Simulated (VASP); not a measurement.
Write the native input for VASP 6.6.1 that does the following.

```yaml
Task: single point
Functional: PBE
Potentials_or_basis: VASP PAW PBE potentials, release 64 (Na_pv, Cl)
Cutoff: 520 eV
k_mesh: 1 × 1 × 1, shifted
Occupations: gaussian, width 0.1 eV
Spin: no spin polarisation
Dipole_correction: no
Further_INCAR_settings: ALGO = Normal; EDIFF = 1e-06; NBANDS = 46; ISYM = 0
```

The structure of NaCl lies in POSCAR:

```
NaCl
1.0
    5.3897980441     -1.2347487829     -1.2651673023
   -1.1436660162      6.7711197655      0.4805369392
   -1.2113496965      0.4226183741      6.8804070899
Na Cl
5 5
Direct
    0.6959757074      0.3148795728      0.6611524581
    0.2925580111      1.1140500978      1.0597109633
   -0.1037918812      0.9159599689      0.4602775505
    0.4970261996      0.7147478938      0.8621124067
    0.1000798430      0.5160808492      0.2627120377
    0.5985075445      0.5149381667      0.2622238336
    0.3956263149     -0.0845783458      0.4606386054
    0.7945629974      0.1152236277      1.0605465700
    0.1963916600      0.3151590360      0.6613702828
    0.9965763180      0.7147960904      0.8612967212
```

These files were run (other wordings do the same):

INCAR

```
PREC = Accurate ; ENCUT = 520
EDIFF = 1E-6 ; ISMEAR = 0
SIGMA = 0.1 ; LREAL = F
LASPH = T ; NELM = 100
ALGO = Normal ; ISIF = 2
LWAVE = F ; LCHARG = T
GGA = PE ; LELF = T
LVHAR = T ; ISYM = 0
NBANDS = 46
```

KPOINTS

```
Automatic mesh
0
Gamma
  1 1 1
  0.25 0.25 0.25
```

Potentials or basis: VASP PAW PBE potentials, release 64 (Na_pv, Cl).

Run with:

```sh
$ cat potpaw_PBE.64/Na_pv/POTCAR potpaw_PBE.64/Cl/POTCAR > POTCAR
$ mpirun -np 1 vasp_std > vasp.out
```

Results of the run:

- Pressure: 0.1 GPa
- Largest force: 0.024 eV/Å

Caveat: the k points lie up to 1.29 Å⁻¹ apart, too coarse for converged energies, forces and pressures.

Wall time 11 s on 1 thread of Intel(R) Xeon(R) 6975P-C (Granite Rapids), with other jobs on the host, peak memory 0.31 GiB.
